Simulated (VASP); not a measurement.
Input of a VASP 6.6.1 run:

Contents of INCAR:

```
PREC = Accurate
ENCUT = 520
EDIFF = 1E-7
ISMEAR = -1
SIGMA = 0.02
LREAL = F
LASPH = T
NELM = 60
ALGO = Normal
ISIF = 2
LWAVE = F
LCHARG = F
GGA = PE
NBANDS = 11
```

The input KPOINTS:

```
regular mesh
0
Gamma
  10 10 10
```

Contents of POSCAR:

```
BAs
1.0
    0.0000000000      2.4157862801      2.4157862801
    2.4157862801      0.0000000000      2.4157862801
    2.4157862801      2.4157862801      0.0000000000
B As
1 1
Direct
    0.0000000000      0.0000000000      0.0000000000
    0.2500000000      0.2500000000      0.2500000000
```

Potentials or basis: VASP PAW PBE potentials, release 64 (B, As).

Run with:

```sh
$ cat potpaw_PBE.64/B/POTCAR potpaw_PBE.64/As/POTCAR > POTCAR
$ mpirun -np 1 vasp_std > vasp.out
```

(1) Predict the band gap on the k mesh.

(2) What does it give for the pressure?

Results:

(1) 1.21 eV, indirect (least direct gap 3.23 eV).

(2) -1.2 GPa.

Caveat: the cell differs from its parent crystal (strain +1.0%).
